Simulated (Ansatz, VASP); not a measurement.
## Al in VASP and in Ansatz

```
Al
1.0
     2.83628    0.00000    0.00000
    -1.41814    2.45629    0.00000
     0.00000    0.00000    9.32215
Al
4
Direct
  0.00000 0.00000 0.97855
  0.33333 0.66667 0.25000
  0.00000 0.00000 0.50000
  0.66667 0.33333 0.75000
```

Alike in both runs: task single point; functional PBEsol; k mesh 18 × 18 × 6; occupations gaussian, width 0.15 eV; no spin polarisation.

|  | VASP | Ansatz |
| --- | --- | --- |
| version | VASP 6.6.1 | Ansatz 0.2.0 |
| potentials or method | VASP PAW PBE potentials, release 64 (Al), cutoff 520 eV | scalar-relativistic, plane waves, PAW |
| valence electrons in the cell | 12 | 12 |

|  | VASP | Ansatz | Ansatz less VASP |
| --- | --- | --- | --- |
| gap on the k mesh at the Fermi level (eV) | none | none | - |
| pressure (GPa) | 0.9 | 0.9 | -0.06 |
| traceless stress, the component that is largest in VASP (GPa) | 0.58 | 0.58 | -0.002 |
| rms of the force components (eV/Å) | 0.382 | 0.380 | -0.0023 |

VASP's potentials were made for PBE, not for PBEsol. Atom by atom the forces differ by 0.002 eV/Å (rms over components). A gap of «none» marks a metal or a gap that the smearing closes.
